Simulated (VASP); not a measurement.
A run of VASP 6.6.1 is set up as follows.

Contents of INCAR:

```
SYSTEM = ScRu3
ALGO     = Normal         ! electronic algorithm
EDIFF    = 1E-6           ! SCF threshold, eV
ENCUT    = 520            ! plane-wave cutoff, eV
GGA      = PE             ! functional
ISIF     = 2              ! what is computed and relaxed
ISMEAR   = -1             ! smearing method
LASPH    = .TRUE.         ! aspherical terms in the spheres
LCHARG   = .FALSE.        ! write CHGCAR
LREAL    = .FALSE.        ! projectors in reciprocal space
LWAVE    = .FALSE.        ! write WAVECAR
NBANDS   = 34             ! bands
NELM     = 80             ! most SCF steps
PREC     = Accurate       ! precision mode
SIGMA    = 0.05           ! smearing width, eV
```

The input KPOINTS:

```
k-points
0
G
  7 7 7
  0 0 0
```

POSCAR

```
ScRu3
1.0
    3.8580381753      0.0000000000      0.0000000000
    0.0000000000      3.8580381753      0.0000000000
    0.0000000000      0.0000000000      3.8580381753
Ru Sc
3 1
Direct
    0.5000000000      0.5000000000      0.0000000000
    0.5000000000      0.0000000000      0.5000000000
    0.0000000000      0.5000000000      0.5000000000
    0.0000000000      0.0000000000      0.0000000000
```

Potentials or basis: VASP PAW PBE potentials, release 64 (Ru_pv, Sc_sv).

Launch:

```console
$ cat potpaw_PBE.64/Ru_pv/POTCAR potpaw_PBE.64/Sc_sv/POTCAR > POTCAR
$ mpirun -np 1 vasp_std > vasp.out
```

(1) What does it give for the band gap on the k mesh?

(2) Predict the pressure.

Answers

(1) zero (an odd number of electrons rules out a gap without spin polarisation).

(2) 12.5 GPa.

Caveat: the cell stands under pressure.
